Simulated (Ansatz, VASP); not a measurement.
**InP in VASP and in Ansatz**

```xyz
2
Lattice="0.0000 2.8557 2.8557 2.8557 0.0000 2.8557 2.8557 2.8557 0.0000" Properties=species:S:1:pos:R:3 pbc="T T T"
In    0.0000    0.0000    0.0000
P     1.4279    1.4279    1.4279
```

Alike in both runs: task single point; functional PBE; k mesh 10 × 10 × 10; occupations gaussian, width 0.02 eV; no spin polarisation.

|  | VASP | Ansatz |
| --- | --- | --- |
| version | VASP 6.6.1 | Ansatz 0.2.0 |
| potentials or method | VASP PAW PBE potentials, release 64 (In_d, P), cutoff 520 eV | scalar-relativistic, plane waves, PAW |
| valence electrons in the cell | 18 | 18 |

```tsv
	VASP	Ansatz	Ansatz less VASP
gap on the k mesh at the Fermi level (eV)	1.13	1.13	+0.003
least direct gap on the mesh (eV)	1.13	1.13	+0.003
pressure (GPa)	10.1	10.2	+0.09
```
